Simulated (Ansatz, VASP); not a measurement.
# KTaO3: VASP beside Ansatz

The input INCAR:

```
SYSTEM = KTaO3
PREC = Accurate
ENCUT = 520
EDIFF = 1E-7
ISMEAR = 0
SIGMA = 0.05
LREAL = .False.
LASPH = .True.
NELM = 60
ALGO = Normal
ISIF = 2
LWAVE = .False.
LCHARG = .False.
GGA = PE
NBANDS = 27
```

KPOINTS

```
regular mesh
0
Gamma
  8 8 8
  0 0 0
```

The input POSCAR:

```
KTaO3
1.0
    4.2874225000      0.0000000000      0.0000000000
    0.0000000000      3.9883000000      0.0000000000
    0.0000000000      0.0000000000      3.9883000000
K Ta O
1 1 3
Direct
    0.5000000000      0.5000000000      0.5000000000
    0.0000000000      0.0000000000      0.0000000000
    0.5000000000      0.0000000000      0.0000000000
    0.0000000000      0.5000000000      0.0000000000
    0.0000000000      0.0000000000      0.5000000000
```

Input for Ansatz:

```yaml
crystal:
  lattice:
    - [4.2874225, 0.0, 0.0]
    - [0.0, 3.9883, 0.0]
    - [0.0, 0.0, 3.9883]
  atoms:
    - { symbol: K, position: [0.5, 0.5, 0.5] }
    - { symbol: Ta, position: [0.0, 0.0, 0.0] }
    - { symbol: O, position: [0.5, 0.0, 0.0] }
    - { symbol: O, position: [0.0, 0.5, 0.0] }
    - { symbol: O, position: [0.0, 0.0, 0.5] }
basis:
  ecutwfc: 420
kpoints:
  mp_grid: { grid: [8, 8, 8] }
hamiltonian:
  xc: pbe
scf:
  occupations: { method: gaussian, width: 0.05 }
output:
  forces: true
  stress: true
  eigenvalues: true
```

Change from the starting cell: strain +0.0750 x Voigt [1, 0, 0, 0, 0, 0], atoms carried along.

Alike in both runs: task single point; functional PBE; k mesh 8 × 8 × 8; occupations gaussian, width 0.05 eV; no spin polarisation.

|  | VASP | Ansatz |
| --- | --- | --- |
| version | VASP 6.6.1 | Ansatz 0.2.0 |
| potentials or method | VASP PAW PBE potentials, release 64 (K_sv, Ta_pv, O), cutoff 520 eV | scalar-relativistic, plane waves, PAW |
| valence electrons in the cell | 38 | 40 |

```csv
,VASP,Ansatz,Ansatz less VASP
gap on the k mesh at the Fermi level (eV),1.92,1.96,+0.040
least direct gap on the mesh (eV),2.43,2.46,+0.035
pressure (GPa),-5.6,-6.1,-0.49
"traceless stress, the component that is largest in VASP (GPa)",-12.42,-12.23,+0.190
```

VASP's potentials hold 38 valence electrons a cell and Ansatz's 40, so a difference there can come from the potentials and not from the codes.

Neither program's run includes spin-orbit coupling.
